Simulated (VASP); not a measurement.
# SrTiO3 (I4/mcm) in VASP: single point with PBEsol

Aim: the single point of SrTiO3 with PBEsol.

All numbers are computed with VASP 6.6.1; they aren't measurements. Logs are shortened: lines on timing, memory, paths and dates and some standing lists are left out, and cuts for length are marked.

## 1. The cell of the first run

It takes space group I4/mcm (No. 140, tetragonal). Conventional cell: a = 5.487 Å, b = 5.487 Å, c = 7.809 Å, α = 90.00°, β = 90.00°, γ = 90.00°. Sr (site symmetry -42m) has 12 O at 2.62 to 2.89 Å and 8 Ti at 3.37 Å within 3.5 Å. Ti (site symmetry 4/m) has 6 O at 1.95 Å within 2.6 Å. O (site symmetry 422) has 2 Ti at 1.95 Å within 2.6 Å. Within 2.9 Å of O (site symmetry m2m) lie 2 Ti at 1.95 Å and 4 Sr at 2.62 to 2.89 Å and 8 O at 2.76 Å.

## 2. Single point, PBEsol

INCAR reads:

```
PREC = Accurate
ENCUT = 520
EDIFF = 1E-6
ISMEAR = 0
SIGMA = 0.02
LREAL = False
LASPH = True
NELM = 100
ALGO = Normal
ISIF = 2
LWAVE = False
LCHARG = False
GGA = PS
NBANDS = 51
```

KPOINTS reads:

```
regular mesh
0
Gamma
  8 8 8
```

POSCAR reads:

```
SrTiO3
1.0
   -2.7435446877      2.7435446877      3.9043133081
    2.7435446877     -2.7435446877      3.9043133081
    2.7435446877      2.7435446877     -3.9043133081
Sr Ti O
2 2 6
Direct
    0.7500000000      0.2500000000      0.5000000000
    0.2500000000      0.7500000000      0.5000000000
    0.0000000000      0.0000000000      0.0000000000
    0.5000000000      0.5000000000      0.0000000000
    0.2500000000      0.2500000000      0.0000000000
    0.7500000000      0.7500000000      0.0000000000
    0.7253545257      0.2253545257      0.9507090513
    0.2253545257      0.2746454743      0.5000000000
    0.2746454743      0.7746454743      0.0492909487
    0.7746454743      0.7253545257      0.5000000000
```

Potentials or basis: VASP PAW PBE potentials, release 64 (Sr_sv, Ti_sv, O).

Launch:

```console
$ cat potpaw_PBE.64/Sr_sv/POTCAR potpaw_PBE.64/Ti_sv/POTCAR potpaw_PBE.64/O/POTCAR > POTCAR
$ mpirun -np 1 vasp_std > vasp.out
```

OUTCAR:

```text
PREC = Accurate
   ENCUT = 520
   EDIFF = 1E-6
   ISMEAR = 0
   LREAL = False
   LASPH = True
   NELM = 100
   ISIF = 2
   GGA = PS

 ion  position               nearest neighbor table
   1  0.750  0.250  0.500-   7 2.62   8 2.62  10 2.62   9 2.62   5 2.74   6 2.74   6 2.74   5 2.74
                             8 2.89  10 2.89   9 2.89   7 2.89   4 3.37   3 3.37   4 3.37   4 3.37
   2  0.250  0.750  0.500-   9 2.62   8 2.62  10 2.62   7 2.62   5 2.74   6 2.74   5 2.74   6 2.74
                            10 2.89   8 2.89   7 2.89   9 2.89   4 3.37   3 3.37   4 3.37   3 3.37
   3  0.000  0.000  0.000-   8 1.95  10 1.95   9 1.95   7 1.95   5 1.95   6 1.95   1 3.37   2 3.37
                             1 3.37   1 3.37   2 3.37   2 3.37   1 3.37   2 3.37
   4  0.500  0.500  0.000-  10 1.95   8 1.95   7 1.95   9 1.95   5 1.95   6 1.95   1 3.37   2 3.37
                             2 3.37   1 3.37   2 3.37   1 3.37   2 3.37   1 3.37
   5  0.250  0.250  0.000-   3 1.95   4 1.95   1 2.74   2 2.74   2 2.74   1 2.74
   6  0.750  0.750  0.000-   3 1.95   4 1.95   1 2.74   2 2.74   1 2.74   2 2.74
   7  0.725  0.225  0.951-   3 1.95   4 1.95   1 2.62   2 2.62   2 2.89   1 2.89
   8  0.225  0.275  0.500-   4 1.95   3 1.95   1 2.62   2 2.62   1 2.89   2 2.89
   9  0.275  0.775  0.049-   3 1.95   4 1.95   2 2.62   1 2.62   1 2.89   2 2.89
  10  0.775  0.725  0.500-   3 1.95   4 1.95   1 2.62   2 2.62   1 2.89   2 2.89

  LATTYP: Found a body centered tetragonal cell.
 ALAT       =     5.4870893754
 C/A-ratio  =     1.4230908378

  Lattice vectors:

 A1 = (  -2.7435446877,   2.7435446877,   3.9043133081)
 A2 = (   2.7435446877,  -2.7435446877,   3.9043133081)
 A3 = (   2.7435446877,   2.7435446877,  -3.9043133081)

Analysis of symmetry for initial positions (statically):
=====================================================================
 Subroutine PRICEL returns:
 Original cell was already a primitive cell.

 Routine SETGRP: Setting up the symmetry group for a
 body centered tetragonal supercell.

 Subroutine GETGRP returns: Found 16 space group operations
 (whereof  8 operations were pure point group operations)
 out of a pool of 16 trial point group operations.

The static configuration has the point symmetry C_4h.
 The point group associated with its full space group is D_4h.

Analysis of symmetry for dynamics (positions and initial velocities):
=====================================================================
 Subroutine PRICEL returns:
 Original cell was already a primitive cell.

 Routine SETGRP: Setting up the symmetry group for a
 body centered tetragonal supercell.

 Subroutine GETGRP returns: Found 16 space group operations
 (whereof  8 operations were pure point group operations)
 out of a pool of 16 trial point group operations.

The dynamic configuration has the point symmetry C_4h.
 The point group associated with its full space group is D_4h.

 Subroutine INISYM returns: Found 16 space group operations
 (whereof  8 operations are pure point group operations),
 and found     1 'primitive' translations

----------------------------------------------------------------------------------------

                                     Primitive cell

  volume of cell :     117.5516

  direct lattice vectors                    reciprocal lattice vectors
    -2.743544688  2.743544688  3.904313308     0.000000000  0.182245984  0.128063493
     2.743544688 -2.743544688  3.904313308     0.182245984  0.000000000  0.128063493
     2.743544688  2.743544688 -3.904313308     0.182245984  0.182245984  0.000000000

  length of vectors
     5.504338045  5.504338045  5.504338045     0.222741682  0.222741682  0.257734742

  position of ions in fractional coordinates (direct lattice)
     0.750000000  0.250000000  0.500000000
     0.250000000  0.750000000  0.500000000
     0.000000000  0.000000000  0.000000000
     0.500000000  0.500000000  0.000000000
     0.250000000  0.250000000  0.000000000
     0.750000000  0.750000000  0.000000000
     0.725354526  0.225354526  0.950709051
     0.225354526  0.274645474  0.500000000
     0.274645474  0.774645474  0.049290949
     0.774645474  0.725354526  0.500000000

  ion indices of the primitive-cell ions
   primitive index   ion index
                 1           1
                 2           2
                 3           3
                 4           4
                 5           5
                 6           6
                 7           7
                 8           8
                 9           9
                10          10

----------------------------------------------------------------------------------------

 KPOINTS: regular mesh

Automatic generation of k-mesh.
 Grid dimensions read from file:
 generate k-points for:    8    8    8

 Generating k-lattice:

  Cartesian coordinates                     Fractional coordinates (reciprocal lattice)
     0.000000000  0.022780748  0.016007937     0.125000000  0.000000000 -0.000000000
     0.022780748  0.000000000  0.016007937     0.000000000  0.125000000 -0.000000000
     0.022780748  0.022780748  0.000000000     0.000000000  0.000000000  0.125000000

  Length of vectors
     0.027842710  0.027842710  0.032216843

  Shift w.r.t. Gamma in fractional coordinates (k-lattice)
     0.000000000  0.000000000  0.000000000

 Subroutine IBZKPT returns following result:
 ===========================================

 Found     59 irreducible k-points:

 Following reciprocal coordinates:
            Coordinates               Weight
  0.000000  0.000000  0.000000      1.000000
  0.125000  0.000000 -0.000000      8.000000
  0.250000  0.000000 -0.000000      8.000000
  0.375000  0.000000 -0.000000      8.000000
  0.500000  0.000000 -0.000000      4.000000
  0.125000  0.125000 -0.000000      8.000000
[... 16 lines left out ...]
  0.250000  0.125000  0.125000     16.000000
  0.375000  0.125000  0.125000      8.000000
 [... further k-points ...]
   k-points           NKPTS =     59   k-points in BZ     NKDIM =     59   number of bands    NBANDS=     51
   number of dos      NEDOS =    301   number of ions     NIONS =     10
   total plane-waves  NPLWV =  74088
   dimension x,y,z NGX =    42 NGY =   42 NGZ =   42
   dimension x,y,z NGXF=    84 NGYF=   84 NGZF=   84
   ions per type =               2   2   6
   NGX,Y,Z   is equivalent  to a cutoff of  12.69, 12.69, 12.69 a.u.
   NGXF,Y,Z  is equivalent  to a cutoff of  25.37, 25.37, 25.37 a.u.
 SYSTEM =  unknown system
   PREC   = accura    normal or accurate (medium, high low for compatibility)
   ISTART =      0    job   : 0-new  1-cont  2-samecut
   ICHARG =      2    charge: 1-file 2-atom 10-const
   ISPIN  =      1    spin polarized calculation?
   LNONCOLLINEAR =      F non collinear calculations
   LSORBIT =      F    spin-orbit coupling
   LASPH  =      T    aspherical Exc in radial PAW
   ENCUT  =  520.0 eV  38.22 Ry    6.18 a.u.  10.23 10.23 10.23*2*pi/ulx,y,z
   NELM   =    100;   NELMIN=  2; NELMDL= -5     # of ELM steps
   EDIFF  = 0.1E-05   stopping-criterion for ELM
   LREAL  =      F    real-space projection
   EDIFFG = 0.1E-04   stopping-criterion for IOM
   NSW    =      0    number of steps for IOM
   IBRION =     -1    ionic relax: 0-MD 1-quasi-New 2-CG
   NFREE  =      0    steps in history (QN), initial steepest desc. (CG)
   ISIF   =      2    stress and relaxation
   ISYM   =      2    0-nonsym 1-usesym 2-fastsym
   POTIM  = 0.5000    time-step for ionic-motion
   TEBEG  =    0.0;   TEEND  =   0.0 temperature during run
   PSTRESS=    0.0 pullay stress
   NELECT =      80.0000    total number of electrons
   NUPDOWN=      -1.0000    fix difference up-down
   EMIN   =  10.00;   EMAX   =-10.00  energy-range for DOS
   EFERMI =   0.00;   METHOD = LEGACY
   ISMEAR =     0;   SIGMA  =   0.02  broadening in eV -4-tet -1-fermi 0-gaus
   EFERMI_NEDOS =   21; number of points for ismear=-14 and -15
   IALGO  =     38    algorithm
   IMIX   =      4    mixing-type and parameters
     AMIX     =   0.40;   BMIX     =  1.00
     AMIX_MAG =   1.60;   BMIX_MAG =  1.00
  volume/ion in A,a.u.               =      11.76        79.33
  Fermi-wavevector in a.u.,A,eV,Ry     =   1.439998  2.721202 28.212966  2.073595
  Thomas-Fermi vector in A             =   2.558791
   LORBIT       =      0    0 simple, 1 ext, 2 COOP (PROOUT), +10 PAW based schemes
   GGA     = PS    functional components
   LHFCALC =     F    Hartree Fock is set to
   AEXX    =    0.0000 exact exchange contribution
   IVDW    =     0    specifies the selected vdW correction
   LEPSILON=     F    determine dielectric tensor
   LRPA    =     F    only Hartree local field effects (RPA)
 non-spin polarized calculation
 Gauss-broadening in eV      SIGMA  =   0.02
  energy-cutoff  :      520.00
  volume of cell :      117.55
 maximum number of plane-waves:      3190
 NGX is ok and might be reduce to    42
   NGX = 21   NGY = 21   NGZ = 21

 number of electron      79.9999998 magnetization

 Free energy of the ion-electron system (eV)
  ---------------------------------------------------
  ext. energy  EPLUGINS =         0.00000000
  ---------------------------------------------------
  free energy    TOTEN  =       -84.04250816 eV

  energy without entropy =      -84.04250816  energy(sigma->0) =      -84.04250816

 E-fermi :   4.1011     XC(G=0): -11.6103

 val. band max:        4.0112279524   @ k =  -0.1250   0.1250   0.0000
 cond. band min:       5.9492974159   @ k =   0.0000   0.0000   0.0000
 fundamental gap:      1.9380694635
 Fermi energy:         4.1010556747

 k-point     1 :       0.0000    0.0000    0.0000
  band No.  band energies     occupation
      1     -52.0851      2.00000
      2     -52.0800      2.00000
      3     -28.5193      2.00000
      4     -28.5184      2.00000
      5     -28.5184      2.00000
      6     -28.4521      2.00000
[... 43 lines left out ...]
     50       9.7802      0.00000
     51      10.3718      0.00000
[... 1240 lines left out ...]
     50      11.2645      0.00000
     51      11.7221      0.00000

 [... further k-points ...]

------------------------ aborting loop because EDIFF is reached ----------------------------------------

  FORCE on cell =-STRESS in cart. coord.  units (eV):
  Direction    XX          YY          ZZ          XY          YZ          ZX
  --------------------------------------------------------------------------------------
  -------------------------------------------------------------------------------------
  Total        0.5201643      0.5201643      0.5411296      0.0000000     -0.0000000      0.0000000
  in kB        7.0896107      7.0896107      7.3753585      0.0000000     -0.0000000      0.0000000
  external PRESSURE =       7.1848600 kB  Pullay stress =       0.0000000 kB

 VOLUME and BASIS-vectors are now :
 -----------------------------------------------------------------------------
  energy-cutoff  :      520.00
  volume of cell :      117.55
      direct lattice vectors                 reciprocal lattice vectors
    -2.743544688  2.743544688  3.904313308     0.000000000  0.182245984  0.128063493
     2.743544688 -2.743544688  3.904313308     0.182245984  0.000000000  0.128063493
     2.743544688  2.743544688 -3.904313308     0.182245984  0.182245984  0.000000000

 POSITION                                       TOTAL-FORCE (eV/Angst)
 -----------------------------------------------------------------------------------
      0.00000      2.74354      1.95216         0.000000     -0.000000      0.000000
      2.74354      0.00000      1.95216        -0.000000     -0.000000      0.000000
      0.00000      0.00000      0.00000         0.000000     -0.000000      0.000000
      0.00000      0.00000      3.90431        -0.000000     -0.000000      0.000000
      0.00000      0.00000      1.95216        -0.000000     -0.000000      0.000000
      0.00000      0.00000      5.85647         0.000000     -0.000000      0.000000
      1.23654      3.98009      0.00000         0.004419      0.004419     -0.000000
      1.50700      1.23654      0.00000        -0.004419      0.004419     -0.000000
      1.50700     -1.23654      3.90431        -0.004419     -0.004419      0.000000
      1.23654      1.50700      3.90431         0.004419     -0.004419      0.000000
 -----------------------------------------------------------------------------------
    total drift:                               -0.000000     -0.000000      0.000000

  FREE ENERGIE OF THE ION-ELECTRON SYSTEM (eV)
  ---------------------------------------------------
  free  energy   TOTEN  =       -84.0425081582 eV

  energy  without entropy=      -84.0425081582  energy(sigma->0) =      -84.04250816
```

Wall time 11 min (1 thread of Intel Xeon Platinum 8259CL at 2.50GHz (Skylake/Cascade Lake), shared host); peak memory 0.45 GiB.

Results:

```
Free energy            : -84.0425 eV
Pressure               : 0.7 GPa
Largest force          : 0.006 eV/Å
Band gap on the k mesh : 1.94 eV (least direct gap 1.95 eV)
```

Forces in eV/Å, atoms in the order of the input:
```
Sr   0.000  0.000  0.000
Sr   0.000  0.000  0.000
Ti   0.000  0.000  0.000
Ti   0.000  0.000  0.000
O    0.000  0.000  0.000
O    0.000  0.000  0.000
O    0.004  0.004  0.000
O   -0.004  0.004  0.000
O   -0.004 -0.004  0.000
O    0.004 -0.004  0.000
```

Levels at points of the mesh, in eV from the valence-band top:
```
           k point  band 38  band 39  band 40  band 41  band 42  band 43
(0.00, 0.00, 0.00)    -0.15    -0.01    -0.01     1.94     1.94     1.96
(0.50, 0.00, 0.00)    -0.75    -0.58    -0.58     3.43     3.43     3.47
(0.50, 0.50, 0.00)    -0.67    -0.66    -0.05     2.08     3.81     3.83
(0.50, 0.50, 0.50)    -0.61    -0.61    -0.07     2.12     3.76     3.76
```

Caveat: the PAW data sets were made with another functional, which shifts forces and pressure a little.
